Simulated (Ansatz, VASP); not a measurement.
**Two plane-wave programs on MnS**

INCAR

```
PREC = Accurate ; ENCUT = 520
EDIFF = 1E-6 ; ISMEAR = -1
SIGMA = 0.1 ; LREAL = False
LASPH = True ; NELM = 150
ALGO = Normal ; ISIF = 2
LWAVE = False ; LCHARG = False
ISPIN = 2 ; MAGMOM = 2.8 2.8 0 0
LORBIT = 11 ; LMAXMIX = 4
LDAU = True ; LDAUTYPE = 1
LDAUL = 2 -1 ; LDAUU = 4.4 0
LDAUJ = 0.9 0 ; LDAUPRINT = 1
GGA = PE ; NBANDS = 31
```

File KPOINTS:

```
Automatic mesh
0
Gamma
  7 7 7
```

The input POSCAR:

```
MnS
1.0
    1.7536558345      1.0124739717      5.6939709910
   -1.7536558345      1.0124739717      5.6939709910
    0.0000000000     -2.0249469851      5.6939709910
Mn S
2 2
Direct
    0.0000000000      0.0000000000      0.0000000000
    0.5000000000      0.5000000000      0.5000000000
    0.7500000000      0.7500000000      0.7500000000
    0.2500000000      0.2500000000      0.2500000000
```

Input for Ansatz:

```yaml
crystal:
  lattice:
    - [1.7536558345490934, 1.0124739717119655, 5.693970990981958]
    - [-1.7536558345490934, 1.0124739717119655, 5.693970990981958]
    - [0.0, -2.0249469851399593, 5.693970990981958]
  atoms:
    - { symbol: Mn, position: [0.0, 0.0, 0.0], spin: 2.8 }
    - { symbol: Mn, position: [0.5, 0.5, 0.5], spin: 2.8 }
    - { symbol: S, position: [0.75, 0.75, 0.75] }
    - { symbol: S, position: [0.25, 0.25, 0.25] }
basis:
  ecutwfc: 550.0
kpoints:
  mp_grid:
    grid: [7, 7, 7]
hamiltonian:
  hubbard:
    - { species: Mn, l: d, u: 4.4, j: 0.9 }
magnetization:
  spin_polarized: true
scf:
  convergence:
    dr2_threshold: 1.0e-08
  occupations:
    method: fermi_dirac
    width: 0.1
```

Alike in both runs: task single point; functional PBE; k mesh 7 × 7 × 7; occupations fermi-dirac, width 0.1 eV; collinear spin; Hubbard terms Mn d U = 4.4 eV, J = 0.9 eV.

|  | VASP | Ansatz |
| --- | --- | --- |
| version | VASP 6.6.1 | Ansatz 0.2.0 |
| potentials or method | VASP PAW PBE potentials, release 64 (Mn_pv, S), cutoff 520 eV | plane waves, PAW |
| valence electrons in the cell | 38 | 42 |

Ansatz gave:

* net moment per atom (μB): 2.47
* size of the moment on the site where the two differ most (μB): 4.32

Problem. What did VASP give for the same quantities?

Solution. net moment per atom (μB): 2.44; size of the moment on the site where the two differ most (μB): 4.47.

Site moments also hang on the region over which each program counts them. The programs project onto different local orbitals, so the same U acts differently, and such runs can settle in different states. VASP's potentials hold 38 valence electrons a cell and Ansatz's 42, so a difference there can come from the potentials and not from the codes. Ansatz's warnings: filled band counts differ across k points.
